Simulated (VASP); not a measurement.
CsH: relaxation of cell and atoms with r2SCAN

Crystal: CsH.

```
CELL_PARAMETERS angstrom
4.41813 0.00000 0.00000
-2.20906 3.82621 0.00000
0.00000 0.00000 7.89387
ATOMIC_POSITIONS crystal
Cs 0.00000 0.00000 0.00000
Cs 0.00000 0.00000 0.50000
H 0.33333 0.66667 0.25000
H 0.66667 0.33333 0.75000
```

```json
{
 "Program": "VASP 6.6.1",
 "Task": "relaxation of cell and atoms",
 "Functional": "r2SCAN",
 "Potentials or basis": "VASP PAW PBE potentials, release 64 (Cs_sv, H)",
 "Cutoff": "600 eV",
 "k mesh": "6 × 6 × 4",
 "Occupations": "fermi-dirac, width 0.02 eV",
 "Spin": "no spin polarisation",
 "Dipole correction": "no",
 "Further INCAR settings": "ALGO = Normal; EDIFF = 1e-06; IBRION = 2; EDIFFG = -0.005; NSW = 80; ISIF = 3"
}
```

```yaml
Relaxed_volume: 32.64 Å³/atom
Relaxed_cell: a = 4.381 Å, b = 4.381 Å, c = 7.854 Å, α = 90.00°, β = 90.00°, γ = 120.00°
Space_group_after_relaxing_to_0.1_Å: P6_3/mmc (No. 194)
Energy_gained_by_relaxing: 0.5 meV/atom
Ionic_steps: 7
Pressure_after_relaxing: 0.0 GPa
Band_gap_on_the_k_mesh: 2.60 eV
```

Step by step:
| step | energy change (eV) | largest force (eV/Å) | pressure (GPa) | volume (Å³) |
| --- | --- | --- | --- | --- |
| 1 | 0.0000 | 0.0000 | -0.20 | 133.44 |
| 2 | -0.0009 | 0.0000 | -0.18 | 132.63 |
| 3 | -0.0019 | 0.0000 | 0.03 | 130.21 |
| 4 | -0.0020 | 0.0000 | 0.01 | 130.49 |
| 5 | -0.0020 | 0.0000 | 0.00 | 130.63 |
| 6 | -0.0020 | 0.0000 | 0.00 | 130.57 |
| 7 | -0.0020 | 0.0000 | 0.00 | 130.55 |

Final structure:
```
CELL_PARAMETERS angstrom
4.38110 0.00000 0.00000
-2.19055 3.79414 0.00000
0.00000 0.00000 7.85354
ATOMIC_POSITIONS crystal
Cs 0.00000 0.00000 0.00000
Cs 0.00000 0.00000 0.50000
H 0.33333 0.66667 0.25000
H 0.66667 0.33333 0.75000
```

Levels at points of the mesh, in eV from the valence-band top:
```
           k point  band 6  band 7  band 8  band 9  band 10  band 11  band 12  band 13  band 14
(0.00, 0.00, 0.00)   -8.18   -8.18   -8.05   -1.62    -0.14     3.05     4.05     5.42     5.42
(0.50, 0.00, 0.00)   -8.48   -8.34   -7.96   -1.12     0.00     2.60     4.02     4.49     5.45
(0.00, 0.00, 0.50)   -8.24   -8.24   -8.24   -0.92    -0.92     3.99     3.99     5.83     5.83
(0.50, 0.00, 0.50)   -8.56   -8.41   -8.41   -0.60    -0.60     3.31     3.31     5.81     5.81
```

Wall time 7.8 min on 1 thread of AMD EPYC 9R45 96-Core Processor (Zen 5) (shared host), peak memory 0.29 GiB.

Caveat: the PAW data sets were made with another functional, which shifts forces and pressure a little; spin-orbit coupling is left out, which moves the levels of the heavy elements. A k mesh can miss the band edges.
